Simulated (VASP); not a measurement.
# Mg2Sn (Fm-3m) in VASP: further runs

The runs below take Mg2Sn through single point, relaxation of cell and atoms, with PBEsol.

Program: VASP 6.6.1. These are calculated values, not measurements. Logs are shortened: lines on timing, memory, paths and dates and some standing lists are left out, and cuts for length are marked.

### Step 1. The cell of the first run

Symmetry: Fm-3m, No. 225, cubic system. Conventional cell: a = 6.747 Å, b = 6.747 Å, c = 6.747 Å, α = 90.00°, β = 90.00°, γ = 90.00°. Within 3.8 Å of Mg (site symmetry -43m) lie 4 Sn at 2.92 Å and 6 Mg at 3.37 Å. Within 3.8 Å of Sn (site symmetry m-3m) lie 8 Mg at 2.92 Å.

### Step 2. Single point, PBEsol

The input, INCAR:

```
PREC = Accurate ; ENCUT = 600
EDIFF = 1E-6 ; ISMEAR = -1
SIGMA = 0.05 ; LREAL = F
LASPH = T ; NELM = 120
ALGO = Normal ; ISIF = 2
LWAVE = F ; LCHARG = F
GGA = PS ; NBANDS = 16
GGA_COMPAT = F
```

The input, KPOINTS:

```
regular mesh
0
Gamma
  8 8 8
```

The input, POSCAR:

```
Mg2Sn
1.0
    0.0000000000      3.3732939213      3.3732939213
    3.3732939213      0.0000000000      3.3732939213
    3.3732939213      3.3732939213      0.0000000000
Mg Sn
2 1
Direct
    0.2500000000      0.2500000000      0.2500000000
    0.7500000000      0.7500000000      0.7500000000
    0.0000000000      0.0000000000      0.0000000000
```

Potentials or basis: VASP PAW PBE potentials, release 64 (Mg, Sn_d).

Command:

```sh
> cat potpaw_PBE.64/Mg/POTCAR potpaw_PBE.64/Sn_d/POTCAR > POTCAR
> mpirun -np 1 vasp_std > vasp.out
```

OUTCAR:

```text
PREC = Accurate
   ENCUT = 600
   EDIFF = 1E-6
   ISMEAR = -1
   LREAL = F
   LASPH = T
   NELM = 120
   ISIF = 2
   GGA = PS

 ion  position               nearest neighbor table
   1  0.250  0.250  0.250-   3 2.92   3 2.92   3 2.92   3 2.92   2 3.37   2 3.37   2 3.37   2 3.37
                             2 3.37   2 3.37
   2  0.750  0.750  0.750-   3 2.92   3 2.92   3 2.92   3 2.92   1 3.37   1 3.37   1 3.37   1 3.37
                             1 3.37   1 3.37
   3  0.000  0.000  0.000-   2 2.92   2 2.92   2 2.92   1 2.92   2 2.92   1 2.92   1 2.92   1 2.92

  LATTYP: Found a face centered cubic cell.
 ALAT       =     6.7465878426

  Lattice vectors:

 A1 = (   0.0000000000,   3.3732939213,   3.3732939213)
 A2 = (   3.3732939213,   0.0000000000,   3.3732939213)
 A3 = (   3.3732939213,   3.3732939213,   0.0000000000)

Analysis of symmetry for initial positions (statically):
=====================================================================
 Subroutine PRICEL returns:
 Original cell was already a primitive cell.

 Routine SETGRP: Setting up the symmetry group for a
 face centered cubic supercell.

 Subroutine GETGRP returns: Found 48 space group operations
 (whereof 48 operations were pure point group operations)
 out of a pool of 48 trial point group operations.

The static configuration has the point symmetry O_h .

Analysis of symmetry for dynamics (positions and initial velocities):
=====================================================================
 Subroutine PRICEL returns:
 Original cell was already a primitive cell.

 Routine SETGRP: Setting up the symmetry group for a
 face centered cubic supercell.

 Subroutine GETGRP returns: Found 48 space group operations
 (whereof 48 operations were pure point group operations)
 out of a pool of 48 trial point group operations.

The dynamic configuration has the point symmetry O_h .

 Subroutine INISYM returns: Found 48 space group operations
 (whereof 48 operations are pure point group operations),
 and found     1 'primitive' translations

----------------------------------------------------------------------------------------

                                     Primitive cell

  volume of cell :      76.7702

  direct lattice vectors                    reciprocal lattice vectors
     0.000000000  3.373293921  3.373293921    -0.148223076  0.148223076  0.148223076
     3.373293921  0.000000000  3.373293921     0.148223076 -0.148223076  0.148223076
     3.373293921  3.373293921  0.000000000     0.148223076  0.148223076 -0.148223076

  length of vectors
     4.770558013  4.770558013  4.770558013     0.256729898  0.256729898  0.256729898
[... 87 lines left out ...]
   IBRION =     -1    ionic relax: 0-MD 1-quasi-New 2-CG
   NFREE  =      0    steps in history (QN), initial steepest desc. (CG)
   ISIF   =      2    stress and relaxation
   ISYM   =      2    0-nonsym 1-usesym 2-fastsym
   POTIM  = 0.5000    time-step for ionic-motion
   TEBEG  =    0.0;   TEEND  =   0.0 temperature during run
   PSTRESS=    0.0 pullay stress
   NELECT =      18.0000    total number of electrons
   NUPDOWN=      -1.0000    fix difference up-down
   EMIN   =  10.00;   EMAX   =-10.00  energy-range for DOS
   EFERMI =   0.00;   METHOD = LEGACY
   ISMEAR =    -1;   SIGMA  =   0.05  broadening in eV -4-tet -1-fermi 0-gaus
   EFERMI_NEDOS =   21; number of points for ismear=-14 and -15
   IALGO  =     38    algorithm
   IMIX   =      4    mixing-type and parameters
     AMIX     =   0.40;   BMIX     =  1.00
     AMIX_MAG =   1.60;   BMIX_MAG =  1.00
  volume/ion in A,a.u.               =      25.59       172.69
  Fermi-wavevector in a.u.,A,eV,Ry     =   1.009489  1.907657 13.865256  1.019068
  Thomas-Fermi vector in A             =   2.142420
   LORBIT       =      0    0 simple, 1 ext, 2 COOP (PROOUT), +10 PAW based schemes
   GGA     = PS    functional components
   LHFCALC =     F    Hartree Fock is set to
   AEXX    =    0.0000 exact exchange contribution
   IVDW    =     0    specifies the selected vdW correction
   LEPSILON=     F    determine dielectric tensor
   LRPA    =     F    only Hartree local field effects (RPA)
 non-spin polarized calculation
  energy-cutoff  :      600.00
  volume of cell :       76.77
 maximum number of plane-waves:      2637
 NGX is ok and might be reduce to    40
   NGX = 19   NGY = 19   NGZ = 19

 number of electron      18.0000001 magnetization

 Free energy of the ion-electron system (eV)
  ---------------------------------------------------
  ext. energy  EPLUGINS =         0.00000000
  ---------------------------------------------------
  free energy    TOTEN  =        -8.33024728 eV

  energy without entropy =       -8.32734749  energy(sigma->0) =       -8.32879739

 E-fermi :   4.1907     XC(G=0):  -8.8838

 val. band max:        4.1099202628   @ k =   0.5000   0.5000   0.0000
 cond. band min:       4.2271134215   @ k =   0.0000   0.0000   0.0000
 fundamental gap:      0.1171931587
 Fermi energy:         4.1906918701

 k-point     1 :       0.0000    0.0000    0.0000
  band No.  band energies     occupation
      1     -16.6574      2.00000
      2     -16.6574      2.00000
      3     -16.6574      2.00000
      4     -16.6174      2.00000
      5     -16.6174      2.00000
      6      -4.9217      2.00000
[... 433 lines left out ...]
      3     -16.6523      2.00000
      4     -16.6175      2.00000
      5     -16.6161      2.00000
      6      -3.4182      2.00000
[... 8 lines left out ...]
     15      10.5445      0.00000
     16      11.6623      0.00000

 [... further k-points ...]

------------------------ aborting loop because EDIFF is reached ----------------------------------------

  FORCE on cell =-STRESS in cart. coord.  units (eV):
  Direction    XX          YY          ZZ          XY          YZ          ZX
  --------------------------------------------------------------------------------------
  -------------------------------------------------------------------------------------
  Total       -0.0535338     -0.0535338     -0.0535338      0.0000000      0.0000000      0.0000000
  in kB       -1.1172393     -1.1172393     -1.1172393      0.0000000      0.0000000      0.0000000
  external PRESSURE =      -1.1172393 kB  Pullay stress =       0.0000000 kB

 VOLUME and BASIS-vectors are now :
 -----------------------------------------------------------------------------
  energy-cutoff  :      600.00
  volume of cell :       76.77
      direct lattice vectors                 reciprocal lattice vectors
     0.000000000  3.373293921  3.373293921    -0.148223076  0.148223076  0.148223076
     3.373293921  0.000000000  3.373293921     0.148223076 -0.148223076  0.148223076
     3.373293921  3.373293921  0.000000000     0.148223076  0.148223076 -0.148223076

 POSITION                                       TOTAL-FORCE (eV/Angst)
 -----------------------------------------------------------------------------------
      1.68665      1.68665      1.68665         0.000000     -0.000000     -0.000000
      5.05994      5.05994      5.05994        -0.000000     -0.000000      0.000000
      0.00000      0.00000      0.00000        -0.000000      0.000000     -0.000000
 -----------------------------------------------------------------------------------
    total drift:                               -0.000000      0.000000     -0.000000

  FREE ENERGIE OF THE ION-ELECTRON SYSTEM (eV)
  ---------------------------------------------------
  free  energy   TOTEN  =        -8.3302472833 eV

  energy  without entropy=       -8.3273474929  energy(sigma->0) =       -8.32879739
```

OSZICAR:

```text
N       E                     dE             d eps       ncg     rms          rms(c)
DAV:   1     0.987247932600E+02    0.98725E+02   -0.90270E+03   936   0.130E+03
DAV:   2    -0.525412035186E+00   -0.99250E+02   -0.96507E+02  1024   0.328E+02
DAV:   3    -0.845457831232E+01   -0.79292E+01   -0.78968E+01  1192   0.777E+01
DAV:   4    -0.866331018206E+01   -0.20873E+00   -0.20869E+00  1136   0.135E+01
DAV:   5    -0.867220913387E+01   -0.88990E-02   -0.88989E-02  1368   0.254E+00    0.332E+00
DAV:   6    -0.840839642527E+01    0.26381E+00   -0.21051E-01  1128   0.178E+00    0.181E+00
DAV:   7    -0.833044741800E+01    0.77949E-01   -0.19885E-01  1144   0.275E+00    0.425E-01
DAV:   8    -0.833034564630E+01    0.10177E-03   -0.16236E-02  1184   0.136E+00    0.189E-01
DAV:   9    -0.833031488829E+01    0.30758E-04   -0.16070E-03  1208   0.450E-01    0.500E-02
DAV:  10    -0.833024396147E+01    0.70927E-04   -0.25579E-04  1208   0.912E-02    0.181E-02
DAV:  11    -0.833024748482E+01   -0.35233E-05   -0.25023E-05  1136   0.380E-02    0.723E-03
DAV:  12    -0.833024728329E+01    0.20153E-06   -0.15711E-06   864   0.144E-02
   1 F= -.83302473E+01 E0= -.83287974E+01  d E =-.289979E-02
```

stdout:

```text
POSCAR found type information on POSCAR MgSn
 POSCAR found :  2 types and       3 ions
 scaLAPACK will be used
 -----------------------------------------------------------------------------
|                                                                             |
|                                                                             |
|     You enforced a specific xc type in the INCAR file but a different       |
|     I HOPE YOU KNOW WHAT YOU ARE DOING!                                     |
|                                                                             |
 -----------------------------------------------------------------------------

 LDA part: xc-table for (Slater+PW92), standard interpolation
 POSCAR, INCAR and KPOINTS ok, starting setup
 FFT: planning ... GRIDC
 FFT: planning ... GRID_SOFT
 FFT: planning ... GRID
 WAVECAR not read
 entering main loop
```

Wall time 84 s (1 thread of Intel Xeon 8259CL, shared host); peak memory 0.26 GiB.

Results:

```yaml
Free_energy: -8.3302 eV
Pressure: -0.1 GPa
Band_gap_on_the_k_mesh: zero (bands 9 and 10 overlap by 0.12 eV)
```

Caveat: the PAW data sets were made with another functional, which shifts forces and pressure a little; spin-orbit coupling is left out, which moves the levels of the heavy elements.

### Step 3. Relaxation of cell and atoms, PBEsol

This run uses another cell than the first one, of 25.50 Å³/atom.

The input, INCAR:

```
SYSTEM = Mg2Sn
  PREC = Accurate
  ENCUT = 600
  EDIFF = 1E-7
  ISMEAR = -1
  SIGMA = 0.05
  LREAL = .FALSE.
  LASPH = .TRUE.
  NELM = 120
  ALGO = Normal
  ISIF = 3
  LWAVE = .FALSE.
  LCHARG = .FALSE.
  GGA = PS
  IBRION = 2
  NSW = 100
  EDIFFG = -0.002
  GGA_COMPAT = .FALSE.
  NELMIN = 4
```

The input, KPOINTS:

```
regular mesh
0
G
  8 8 8
  0 0 0
```

The input, POSCAR:

```
Mg2Sn
1.0
    0.0000000000      3.3695000000      3.3695000000
    3.3695000000      0.0000000000      3.3695000000
    3.3695000000      3.3695000000      0.0000000000
Mg Sn
2 1
Direct
    0.2500000000      0.2500000000      0.2500000000
    0.7500000000      0.7500000000      0.7500000000
    0.0000000000      0.0000000000      0.0000000000
```

Potentials or basis: VASP PAW PBE potentials, release 64 (Mg, Sn_d).

Command:

```sh
> cat potpaw_PBE.64/Mg/POTCAR potpaw_PBE.64/Sn_d/POTCAR > POTCAR
> mpirun -np 1 vasp_std > vasp.out
```

It took 1.9 min on 1 thread of Intel Xeon 8259CL, shared host; peak memory 0.27 GiB.

It converged, with:

```yaml
Free_energy: -8.3303 eV
Relaxed_volume: 25.52 Å³/atom
Relaxed_cell: a = 4.766 Å, b = 4.766 Å, c = 4.766 Å, α = 60.00°, β = 60.00°, γ = 60.00°
Space_group_after_relaxing_to_0.1_Å: Fm-3m (No. 225)
Energy_gained_by_relaxing: 0.0 meV/atom
Ionic_steps: 2
Pressure_after_relaxing: 0.0 GPa
Band_gap_on_the_k_mesh: zero (bands 9 and 10 overlap by 0.11 eV)
```

Final structure:
```xyz
3
Lattice="0.0000 3.3704 3.3704 3.3704 0.0000 3.3704 3.3704 3.3704 0.0000" Properties=species:S:1:pos:R:3 pbc="T T T"
Mg    1.6852    1.6852    1.6852
Mg    5.0556    5.0556    5.0556
Sn    3.3704    0.0000    3.3704
```

Levels at points of the mesh, in eV from the Fermi level:
```csv
k point,band 7,band 8,band 9,band 10,band 11,band 12
"(0.00, 0.00, 0.00)",0.04,0.04,0.04,1.44,2.21,2.21
"(0.50, 0.00, 0.00)",-4.81,-0.80,-0.80,0.74,2.26,2.26
"(0.50, 0.50, 0.00)",-4.58,-2.08,-2.08,-0.08,0.13,7.27
```

Caveat: the PAW data sets were made with another functional, which shifts forces and pressure a little; spin-orbit coupling is left out, which moves the levels of the heavy elements.
